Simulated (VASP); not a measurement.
Here is a VASP 6.6.1 calculation.

File INCAR:

```
ALGO = Normal
EDIFF = 1E-7
EDIFFG = -0.03
ENCUT = 520
GGA = PS
IBRION = 2
ISIF = 2
ISMEAR = 0
LASPH = T
LCHARG = F
LREAL = Auto
LWAVE = F
NELECT = 66.0
NELM = 80
NSW = 80
PREC = Accurate
SIGMA = 0.05
```

KPOINTS

```
k-points
0
Gamma
  2 2 2
```

File POSCAR:

```
LiSi16
1.0
    0.0000000000      5.4271200000      5.4271200000
    5.4271200000      0.0000000000      5.4271200000
    5.4271200000      5.4271200000      0.0000000000
Si Li
16 1
Direct
    0.3750000000      0.3750000000      0.3750000000
    0.2500000000      0.2500000000      0.2500000000
    0.3750000000      0.3750000000      0.8750000000
    0.2500000000      0.2500000000      0.7500000000
    0.3750000000      0.8750000000      0.3750000000
    0.2500000000      0.7500000000      0.2500000000
    0.3750000000      0.8750000000      0.8750000000
    0.2500000000      0.7500000000      0.7500000000
    0.8750000000      0.3750000000      0.3750000000
    0.7500000000      0.2500000000      0.2500000000
    0.8750000000      0.3750000000      0.8750000000
    0.7500000000      0.2500000000      0.7500000000
    0.8750000000      0.8750000000      0.3750000000
    0.7500000000      0.7500000000      0.2500000000
    0.8750000000      0.8750000000      0.8750000000
    0.7500000000      0.7500000000      0.7500000000
    0.5071482000      0.4979107000     -0.0013937000
```

Potentials or basis: VASP PAW PBE potentials, release 64 (Si, Li_sv).

Command:

```sh
$ cat potpaw_PBE.64/Si/POTCAR potpaw_PBE.64/Li_sv/POTCAR > POTCAR
$ mpirun -np 1 vasp_std > vasp.out
```

Task: What does it give for the energy gained by relaxing?

Result: 6.7 meV/atom.

Final structure:
```cif
data_structure
_symmetry_space_group_name_H-M 'P 1'
_symmetry_Int_Tables_number 1
_cell_length_a 7.6751
_cell_length_b 7.6751
_cell_length_c 7.6751
_cell_angle_alpha 60.000
_cell_angle_beta 60.000
_cell_angle_gamma 60.000
_cell_volume 319.70
loop_
_atom_site_label
_atom_site_type_symbol
_atom_site_fract_x
_atom_site_fract_y
_atom_site_fract_z
_atom_site_occupancy
Si1 Si 0.37299 0.37269 0.38166 1
Si2 Si 0.24809 0.24805 0.25201 1
Si3 Si 0.37311 0.37283 0.87284 1
Si4 Si 0.25124 0.24963 0.74975 1
Si5 Si 0.37735 0.87422 0.37422 1
Si6 Si 0.24808 0.75192 0.25197 1
Si7 Si 0.37303 0.88154 0.87275 1
Si8 Si 0.24809 0.75198 0.74806 1
Si9 Si 0.87423 0.37750 0.37415 1
Si10 Si 0.75239 0.24793 0.25174 1
Si11 Si 0.88334 0.37223 0.87225 1
Si12 Si 0.75243 0.24797 0.74798 1
Si13 Si 0.87423 0.87412 0.37413 1
Si14 Si 0.74991 0.75002 0.25001 1
Si15 Si 0.87424 0.87415 0.87749 1
Si16 Si 0.75241 0.75170 0.74795 1
Li1 Li 0.50199 0.49944 0.99963 1
```

Caveat: the k points lie up to 0.50 Å⁻¹ apart; the cell carries a net charge on a neutralising background, which shifts energy and pressure.
